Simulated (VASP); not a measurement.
# V (Im-3m) in VASP: a series of runs

Runs on V. Level: LDA. Tasks: single point.

Program: VASP 6.6.1. These are calculated values, not measurements. Logs are shortened: lines on timing, memory, paths and dates and some standing lists are left out, and cuts for length are marked.

### 1 The cell of the first run

The structure is cubic, space group Im-3m (No. 229). The conventional cell has a = 2.927 Å, b = 2.927 Å, c = 2.927 Å, α = 90.00°, β = 90.00°, γ = 90.00°. Within 3.3 Å of V (site symmetry m-3m) lie 14 V at 2.54 to 2.93 Å.

### 2 Single point, LDA

INCAR reads:

```
SYSTEM = V
PREC = Accurate
ENCUT = 520
EDIFF = 1E-7
ISMEAR = -1
SIGMA = 0.1
LREAL = .False.
LASPH = .True.
NELM = 80
ALGO = Normal
ISIF = 2
LWAVE = .False.
LCHARG = .False.
GGA = CA
NBANDS = 12
```

KPOINTS reads:

```
regular mesh
0
Gamma
  16 16 16
  0 0 0
```

POSCAR reads:

```
V
1.0
   -1.4636513664      1.4636513664      1.4636513664
    1.4636513664     -1.4636513664      1.4636513664
    1.4636513664      1.4636513664     -1.4636513664
V
1
Direct
    0.0000000000      0.0000000000      0.0000000000
```

Potentials or basis: VASP PAW LDA potentials, release 64 (V_sv).

Started as:

```sh
cat potpaw_LDA.64/V_sv/POTCAR > POTCAR
mpirun -np 1 vasp_std > vasp.out
```

OUTCAR:

```text
SYSTEM = V
   PREC = Accurate
   ENCUT = 520
   EDIFF = 1E-7
   ISMEAR = -1
   LREAL = .False.
   LASPH = .True.
   NELM = 80
   ISIF = 2
   GGA = CA

 ion  position               nearest neighbor table
   1  0.000  0.000  0.000-

  LATTYP: Found a body centered cubic cell.
 ALAT       =     2.9273027328

  Lattice vectors:

 A1 = (  -1.4636513664,   1.4636513664,   1.4636513664)
 A2 = (   1.4636513664,  -1.4636513664,   1.4636513664)
 A3 = (   1.4636513664,   1.4636513664,  -1.4636513664)

Analysis of symmetry for initial positions (statically):
=====================================================================
 Subroutine PRICEL returns:
 Original cell was already a primitive cell.

 Routine SETGRP: Setting up the symmetry group for a
 body centered cubic supercell.

 Subroutine GETGRP returns: Found 48 space group operations
 (whereof 48 operations were pure point group operations)
 out of a pool of 48 trial point group operations.

The static configuration has the point symmetry O_h .

Analysis of symmetry for dynamics (positions and initial velocities):
=====================================================================
 Subroutine PRICEL returns:
 Original cell was already a primitive cell.

 Routine SETGRP: Setting up the symmetry group for a
 body centered cubic supercell.

 Subroutine GETGRP returns: Found 48 space group operations
 (whereof 48 operations were pure point group operations)
 out of a pool of 48 trial point group operations.

The dynamic configuration has the point symmetry O_h .

 Subroutine INISYM returns: Found 48 space group operations
 (whereof 48 operations are pure point group operations),
 and found     1 'primitive' translations

----------------------------------------------------------------------------------------

                                     Primitive cell

  volume of cell :      12.5422

  direct lattice vectors                    reciprocal lattice vectors
    -1.463651366  1.463651366  1.463651366     0.000000000  0.341611405  0.341611405
     1.463651366 -1.463651366  1.463651366     0.341611405  0.000000000  0.341611405
     1.463651366  1.463651366 -1.463651366     0.341611405  0.341611405  0.000000000

  length of vectors
     2.535118531  2.535118531  2.535118531     0.483111482  0.483111482  0.483111482

  position of ions in fractional coordinates (direct lattice)
     0.000000000  0.000000000  0.000000000

  ion indices of the primitive-cell ions
   primitive index   ion index
                 1           1

----------------------------------------------------------------------------------------

 KPOINTS: regular mesh

Automatic generation of k-mesh.
 Grid dimensions read from file:
 generate k-points for:   16   16   16

 Generating k-lattice:

  Cartesian coordinates                     Fractional coordinates (reciprocal lattice)
     0.000000000  0.021350713  0.021350713     0.062500000  0.000000000  0.000000000
     0.021350713  0.000000000  0.021350713     0.000000000  0.062500000  0.000000000
     0.021350713  0.021350713  0.000000000     0.000000000  0.000000000  0.062500000

  Length of vectors
     0.030194468  0.030194468  0.030194468

  Shift w.r.t. Gamma in fractional coordinates (k-lattice)
     0.000000000  0.000000000  0.000000000

 Subroutine IBZKPT returns following result:
 ===========================================

 Found    145 irreducible k-points:

 Following reciprocal coordinates:
            Coordinates               Weight
  0.000000  0.000000  0.000000      1.000000
  0.062500  0.000000  0.000000     12.000000
  0.125000  0.000000  0.000000     12.000000
  0.187500  0.000000  0.000000     12.000000
  0.250000  0.000000  0.000000     12.000000
  0.312500  0.000000  0.000000     12.000000
[... 16 lines left out ...]
  0.187500  0.187500  0.000000     24.000000
  0.250000  0.187500  0.000000     48.000000
 [... further k-points ...]
   k-points           NKPTS =    145   k-points in BZ     NKDIM =    145   number of bands    NBANDS=     12
   number of dos      NEDOS =    301   number of ions     NIONS =      1
   total plane-waves  NPLWV =   8000
   dimension x,y,z NGX =    20 NGY =   20 NGZ =   20
   dimension x,y,z NGXF=    40 NGYF=   40 NGZF=   40
   ions per type =               1
   NGX,Y,Z   is equivalent  to a cutoff of  13.12, 13.12, 13.12 a.u.
   NGXF,Y,Z  is equivalent  to a cutoff of  26.23, 26.23, 26.23 a.u.
 SYSTEM =  V
   PREC   = accura    normal or accurate (medium, high low for compatibility)
   ISTART =      0    job   : 0-new  1-cont  2-samecut
   ICHARG =      2    charge: 1-file 2-atom 10-const
   ISPIN  =      1    spin polarized calculation?
   LNONCOLLINEAR =      F non collinear calculations
   LSORBIT =      F    spin-orbit coupling
   LASPH  =      T    aspherical Exc in radial PAW
   ENCUT  =  520.0 eV  38.22 Ry    6.18 a.u.   4.71  4.71  4.71*2*pi/ulx,y,z
   NELM   =     80;   NELMIN=  2; NELMDL= -5     # of ELM steps
   EDIFF  = 0.1E-06   stopping-criterion for ELM
   LREAL  =      F    real-space projection
   EDIFFG = 0.1E-05   stopping-criterion for IOM
   NSW    =      0    number of steps for IOM
   IBRION =     -1    ionic relax: 0-MD 1-quasi-New 2-CG
   NFREE  =      0    steps in history (QN), initial steepest desc. (CG)
   ISIF   =      2    stress and relaxation
   ISYM   =      2    0-nonsym 1-usesym 2-fastsym
   POTIM  = 0.5000    time-step for ionic-motion
   TEBEG  =    0.0;   TEEND  =   0.0 temperature during run
   PSTRESS=    0.0 pullay stress
   NELECT =      13.0000    total number of electrons
   NUPDOWN=      -1.0000    fix difference up-down
   EMIN   =  10.00;   EMAX   =-10.00  energy-range for DOS
   EFERMI =   0.00;   METHOD = LEGACY
   ISMEAR =    -1;   SIGMA  =   0.10  broadening in eV -4-tet -1-fermi 0-gaus
   EFERMI_NEDOS =   21; number of points for ismear=-14 and -15
   IALGO  =     38    algorithm
   IMIX   =      4    mixing-type and parameters
     AMIX     =   0.40;   BMIX     =  1.00
     AMIX_MAG =   1.60;   BMIX_MAG =  1.00
  volume/ion in A,a.u.               =      12.54        84.64
  Fermi-wavevector in a.u.,A,eV,Ry     =   1.656781  3.130861 37.346926  2.744922
  Thomas-Fermi vector in A             =   2.744646
   LORBIT       =      0    0 simple, 1 ext, 2 COOP (PROOUT), +10 PAW based schemes
   GGA     = CA    functional components
   LHFCALC =     F    Hartree Fock is set to
   AEXX    =    0.0000 exact exchange contribution
   IVDW    =     0    specifies the selected vdW correction
   LEPSILON=     F    determine dielectric tensor
   LRPA    =     F    only Hartree local field effects (RPA)
 non-spin polarized calculation
  energy-cutoff  :      520.00
  volume of cell :       12.54
 maximum number of plane-waves:       370
   NGX =  9   NGY =  9   NGZ =  9

 number of electron      13.0000011 magnetization

 Free energy of the ion-electron system (eV)
  ---------------------------------------------------
  ext. energy  EPLUGINS =         0.00000000
  ---------------------------------------------------
  free energy    TOTEN  =        -9.97488079 eV

  energy without entropy =       -9.92000721  energy(sigma->0) =       -9.94744400

 E-fermi :  10.4295     XC(G=0): -13.6227

 val. band max:       10.3839322612   @ k =   0.3125   0.1250   0.1250
 cond. band min:      10.4300284998   @ k =  -0.4375  -0.4375   0.1875
 fundamental gap:      0.0460962386
 Fermi energy:        10.4294674260

 k-point     1 :       0.0000    0.0000    0.0000
  band No.  band energies     occupation
      1     -52.4779      2.00000
      2     -26.0468      2.00000
      3     -26.0468      2.00000
      4     -26.0468      2.00000
      5       3.7523      2.00000
      6      10.8067      0.04496
      7      10.8067      0.04496
      8      10.8067      0.04496
      9      12.9894      0.00000
     10      12.9894      0.00000
     11      31.5004      0.00000
     12      31.5004      0.00000

 k-point     2 :       0.0625    0.0000    0.0000
  band No.  band energies     occupation
      1     -52.4676      2.00000
      2     -26.0933      2.00000
      3     -26.0607      2.00000
      4     -26.0472      2.00000
      5       3.9216      2.00000
      6      10.7317      0.09287
      7      10.7912      0.05232
      8      10.9317      0.01310
      9      12.9017      0.00000
     10      12.9941      0.00000
     11      31.2789      0.00000
     12      31.4942      0.00000

 k-point     3 :       0.1250    0.0000    0.0000
  band No.  band energies     occupation
      1     -52.4382      2.00000
      2     -26.2243      2.00000
      3     -26.1002      2.00000
      4     -26.0484      2.00000
      5       4.4089      2.00000
      6      10.5236      0.56133
      7      10.7158      0.10802
      8      11.2968      0.00034
      9      12.7163      0.00000
     10      13.0117      0.00000
     11      30.5613      0.00000
     12      31.3248      0.00000

 k-point     4 :       0.1875    0.0000    0.0000
  band No.  band energies     occupation
      1     -52.3940      2.00000
      2     -26.4175      2.00000
      3     -26.1587      2.00000
      4     -26.0502      2.00000
      5       5.1453      2.00000
      6      10.2262      1.76842
      7      10.5417      0.49119
      8      11.8721      0.00000
      9      12.6003      0.00000
     10      13.0502      0.00000
     11      29.2764      0.00000
     12      30.7113      0.00000

 k-point     5 :       0.2500    0.0000    0.0000
  band No.  band energies     occupation
      1     -52.3415      2.00000
      2     -26.6410      2.00000
      3     -26.2272      2.00000
      4     -26.0523      2.00000
      5       5.9849      2.00000
      6       9.8945      1.99055
      7      10.3710      1.28430
      8      12.6038      0.00000
      9      12.6393      0.00000
     10      13.1152      0.00000
     11      27.5129      0.00000
     12      29.7013      0.00000
[... 228 lines left out ...]
      1     -52.2023      2.00000
      2     -27.1138      2.00000
      3     -26.4449      2.00000
      4     -26.1159      2.00000
      5       7.4004      2.00000
      6       9.2153      1.99999
      7      10.9959      0.00691
      8      12.9113      0.00000
      9      13.6465      0.00000
     10      15.7203      0.00000
     11      22.1067      0.00000
     12      26.4550      0.00000

 k-point    22 :       0.4375    0.1250    0.0000
  band No.  band energies     occupation
      1     -52.1924      2.00000
      2     -27.1474      2.00000
      3     -26.4624      2.00000
      4     -26.1167      2.00000
      5       7.3793      2.00000
      6       9.1706      1.99999
      7      11.2379      0.00062
      8      12.9389      0.00000
      9      13.7433      0.00000
     10      16.0709      0.00000
     11      21.4459      0.00000
     12      26.2691      0.00000

 k-point    23 :       0.1875    0.1875    0.0000
  band No.  band energies     occupation
      1     -52.2763      2.00000
      2     -26.8344      2.00000
      3     -26.3172      2.00000
      4     -26.1295      2.00000
      5       7.1479      2.00000
      6       9.5572      1.99967
      7       9.8784      1.99195
      8      12.4739      0.00000
      9      13.3991      0.00000
     10      14.0743      0.00000
     11      26.5521      0.00000
     12      27.0836      0.00000

 k-point    24 :       0.2500    0.1875    0.0000
  band No.  band energies     occupation
      1     -52.2346      2.00000
      2     -26.9510      2.00000
      3     -26.4122      2.00000
      4     -26.1446      2.00000
      5       7.6962      2.00000
      6       9.3205      1.99997
      7       9.9410      1.98499
      8      12.6250      0.00000
      9      13.4934      0.00000
     10      15.1164      0.00000
     11      24.7794      0.00000
     12      26.0466      0.00000

 [... further k-points ...]

------------------------ aborting loop because EDIFF is reached ----------------------------------------

  FORCE on cell =-STRESS in cart. coord.  units (eV):
  Direction    XX          YY          ZZ          XY          YZ          ZX
  --------------------------------------------------------------------------------------
  -------------------------------------------------------------------------------------
  Total        0.0442826      0.0442826      0.0442826      0.0000000      0.0000000      0.0000000
  in kB        5.6568025      5.6568025      5.6568025      0.0000000      0.0000000      0.0000000
  external PRESSURE =       5.6568025 kB  Pullay stress =       0.0000000 kB

 VOLUME and BASIS-vectors are now :
 -----------------------------------------------------------------------------
  energy-cutoff  :      520.00
  volume of cell :       12.54
      direct lattice vectors                 reciprocal lattice vectors
    -1.463651366  1.463651366  1.463651366     0.000000000  0.341611405  0.341611405
     1.463651366 -1.463651366  1.463651366     0.341611405  0.000000000  0.341611405
     1.463651366  1.463651366 -1.463651366     0.341611405  0.341611405  0.000000000

 POSITION                                       TOTAL-FORCE (eV/Angst)
 -----------------------------------------------------------------------------------
      0.00000      0.00000      0.00000        -0.000000     -0.000000      0.000000
 -----------------------------------------------------------------------------------
    total drift:                                0.000000      0.000000      0.000000

  FREE ENERGIE OF THE ION-ELECTRON SYSTEM (eV)
  ---------------------------------------------------
  free  energy   TOTEN  =        -9.9748807862 eV

  energy  without entropy=       -9.9200072143  energy(sigma->0) =       -9.94744400
```

It took 27 s on 1 thread of Intel Xeon 8259CL, shared host; peak memory 0.13 GiB.

Results:

| Item | Value |
| --- | --- |
| Free energy | -9.9749 eV |
| Pressure | 0.6 GPa |

### 3 Single point, LDA

INCAR reads:

```
ALGO = Normal
EDIFF = 1E-6
ENCUT = 520
ISIF = 2
ISMEAR = -1
LASPH = T
LCHARG = F
LREAL = F
LWAVE = F
NBANDS = 12
NELM = 80
PREC = Accurate
SIGMA = 0.1
```

KPOINTS reads:

```
k-points
0
Gamma
  22 22 22
```

POSCAR is that of step 2.

Potentials or basis: VASP PAW LDA potentials, release 64 (V_sv).

Started as:

```sh
cat potpaw_LDA.64/V_sv/POTCAR > POTCAR
mpirun -np 1 vasp_std > vasp.out
```

Wall time 54 s (1 thread of Intel Xeon 8259CL, shared host); peak memory 0.16 GiB.

The run converged. Its results:

- Free energy: -9.9762 eV
- Pressure: 0.5 GPa

Levels at points of the mesh, in eV from the Fermi level:
```csv
k point,band 3,band 4,band 5,band 6,band 7,band 8,band 9,band 10,band 11,band 12
"(0.00, 0.00, 0.00)",-36.47,-36.47,-6.67,0.38,0.38,0.38,2.56,2.56,21.07,21.07
"(0.50, 0.00, 0.00)",-36.83,-36.49,-3.45,-1.32,2.00,2.59,2.97,4.51,11.10,16.46
"(0.50, 0.50, 0.50)",-37.26,-37.26,-3.38,-3.38,4.07,4.07,4.07,10.89,10.89,10.89
```

### 4 Single point, LDA

INCAR reads:

```
SYSTEM = V
PREC = Accurate
ENCUT = 520
EDIFF = 1E-6
ISMEAR = -1
SIGMA = 0.1
LREAL = .FALSE.
LASPH = .TRUE.
NELM = 80
ALGO = Normal
ISIF = 2
LWAVE = .FALSE.
LCHARG = .FALSE.
NBANDS = 12
```

KPOINTS reads:

```
regular mesh
0
G
  25 25 25
  0 0 0
```

POSCAR is that of step 3.

Potentials or basis: VASP PAW LDA potentials, release 64 (V_sv).

Started as:

```sh
cat potpaw_LDA.64/V_sv/POTCAR > POTCAR
mpirun -np 1 vasp_std > vasp.out
```

OUTCAR:

```text
SYSTEM = V
   PREC = Accurate
   ENCUT = 520
   EDIFF = 1E-6
   ISMEAR = -1
   LREAL = .FALSE.
   LASPH = .TRUE.
   NELM = 80
   ISIF = 2

 ion  position               nearest neighbor table
   1  0.000  0.000  0.000-

  LATTYP: Found a body centered cubic cell.
 ALAT       =     2.9273027328

  Lattice vectors:

 A1 = (  -1.4636513664,   1.4636513664,   1.4636513664)
 A2 = (   1.4636513664,  -1.4636513664,   1.4636513664)
[... 537 lines left out ...]
     11      21.7676      0.00000
     12      26.9427      0.00000

 [... further k-points ...]

------------------------ aborting loop because EDIFF is reached ----------------------------------------

  FORCE on cell =-STRESS in cart. coord.  units (eV):
  Direction    XX          YY          ZZ          XY          YZ          ZX
  --------------------------------------------------------------------------------------
  -------------------------------------------------------------------------------------
  Total        0.0416616      0.0416616      0.0416616      0.0000000      0.0000000     -0.0000000
  in kB        5.3219890      5.3219890      5.3219890      0.0000000      0.0000000     -0.0000000
  external PRESSURE =       5.3219890 kB  Pullay stress =       0.0000000 kB

 VOLUME and BASIS-vectors are now :
 -----------------------------------------------------------------------------
  energy-cutoff  :      520.00
  volume of cell :       12.54
      direct lattice vectors                 reciprocal lattice vectors
    -1.463651366  1.463651366  1.463651366     0.000000000  0.341611405  0.341611405
     1.463651366 -1.463651366  1.463651366     0.341611405  0.000000000  0.341611405
     1.463651366  1.463651366 -1.463651366     0.341611405  0.341611405  0.000000000

 POSITION                                       TOTAL-FORCE (eV/Angst)
 -----------------------------------------------------------------------------------
      0.00000      0.00000      0.00000         0.000000      0.000000      0.000000
 -----------------------------------------------------------------------------------
    total drift:                                0.000000     -0.000000      0.000000

  FREE ENERGIE OF THE ION-ELECTRON SYSTEM (eV)
  ---------------------------------------------------
  free  energy   TOTEN  =        -9.9764403345 eV

  energy  without entropy=       -9.9238079344  energy(sigma->0) =       -9.95012413
```

OSZICAR:

```text
N       E                     dE             d eps       ncg     rms          rms(c)
DAV:   1     0.903423962107E+02    0.90342E+02   -0.69991E+03 10956   0.120E+03
DAV:   2    -0.999105822569E+01   -0.10033E+03   -0.97361E+02 11144   0.333E+02
DAV:   3    -0.112783232079E+02   -0.12873E+01   -0.12833E+01 11988   0.440E+01
DAV:   4    -0.112846640608E+02   -0.63409E-02   -0.63407E-02 11864   0.328E+00
DAV:   5    -0.112847381352E+02   -0.74074E-04   -0.74075E-04 11884   0.334E-01    0.205E+01
DAV:   6    -0.100128674107E+02    0.12719E+01   -0.27837E+00 11376   0.281E+01    0.249E+00
DAV:   7    -0.998676174228E+01    0.26106E-01   -0.27383E-02 11548   0.209E+00    0.131E+00
DAV:   8    -0.997639261116E+01    0.10369E-01   -0.61062E-03 11512   0.121E+00    0.669E-02
DAV:   9    -0.997642892294E+01   -0.36312E-04   -0.87817E-05 11268   0.132E-01    0.517E-02
DAV:  10    -0.997644036929E+01   -0.11446E-04   -0.39037E-06 11588   0.247E-02    0.168E-03
DAV:  11    -0.997644033449E+01    0.34794E-07   -0.27143E-07  5788   0.885E-03
   1 F= -.99764403E+01 E0= -.99501241E+01  d E =-.526324E-01
```

stdout:

```text
POSCAR found type information on POSCAR V
 POSCAR found :  1 types and       1 ions
 scaLAPACK will be used
 LDA part: xc-table for (Slater(with rela. corr.)+CA(PZ))
 , standard interpolation
 POSCAR, INCAR and KPOINTS ok, starting setup
 FFT: planning ... GRIDC
 FFT: planning ... GRID_SOFT
 FFT: planning ... GRID
 WAVECAR not read
 entering main loop
```

It took 71 s on 1 thread of Intel Xeon 8259CL, shared host; peak memory 0.18 GiB.

What came out:

```yaml
Free_energy: -9.9764 eV
Pressure: 0.5 GPa
```

Levels at points of the mesh, in eV from the Fermi level:
| k point | band 5 | band 6 | band 7 | band 8 | band 9 | band 10 |
| --- | --- | --- | --- | --- | --- | --- |
| (0.00, 0.00, 0.00) | -6.67 | 0.38 | 0.38 | 0.38 | 2.56 | 2.56 |

(Part 1 of 2 ends here.)
